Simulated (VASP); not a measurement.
Here is a VASP 6.6.1 calculation.

File INCAR:

```
SYSTEM = BaZrO3
PREC     = Accurate       ! precision mode
ENCUT    = 910            ! plane-wave cutoff, eV
EDIFF    = 1E-6           ! SCF threshold, eV
ISMEAR   = 0              ! smearing method
SIGMA    = 0.05           ! smearing width, eV
LREAL    = .FALSE.        ! projectors in reciprocal space
LASPH    = .TRUE.         ! aspherical terms in the spheres
NELM     = 120            ! most SCF steps
ALGO     = Normal         ! electronic algorithm
ISIF     = 2              ! what is computed and relaxed
LWAVE    = .FALSE.        ! write WAVECAR
LCHARG   = .FALSE.        ! write CHGCAR
GGA      = CA             ! functional
NBANDS   = 28             ! bands
GGA_COMPAT= .FALSE.
```

File KPOINTS:

```
Automatic mesh
0
G
  6 6 6
  0 0 0
```

The input POSCAR:

```
BaZrO3
1.0
    3.6912343136      0.0000000000      0.0000000000
    0.0000000000      4.6036742562      0.0000000000
    0.0000000000      0.0000000000      4.1474542849
Ba Zr O
1 1 3
Direct
    0.5000000000      0.5000000000      0.5000000000
    0.0000000000      0.0000000000      0.0000000000
    0.5000000000      0.0000000000      0.0000000000
    0.0000000000      0.5000000000      0.0000000000
    0.0000000000      0.0000000000      0.5000000000
```

Potentials or basis: VASP PAW LDA potentials, release 64 (Ba_sv, Zr_sv, O_h).

Launch:

```console
$ cat potpaw_LDA.64/Ba_sv/POTCAR potpaw_LDA.64/Zr_sv/POTCAR potpaw_LDA.64/O_h/POTCAR > POTCAR
$ mpirun -np 1 vasp_std > vasp.out
```

Predict the pressure.

14.5 GPa.

What does it give for the band gap on the k mesh?

2.11 eV.

Stress tensor (GPa, compression positive):
```
 55.54   0.00   0.00
  0.00 -15.57   0.00
  0.00   0.00   3.66
```

Caveat: the cell differs from its parent crystal (normal strain along x -0.1100, normal strain along y +0.1100); the cutoff is under 1.25 times the usual one of these potentials, so pressure, stress and relaxed cells hold a basis-set (Pulay) error; the cell stands under pressure; spin-orbit coupling is left out, which moves the levels of the heavy elements. A k mesh can miss the band edges.
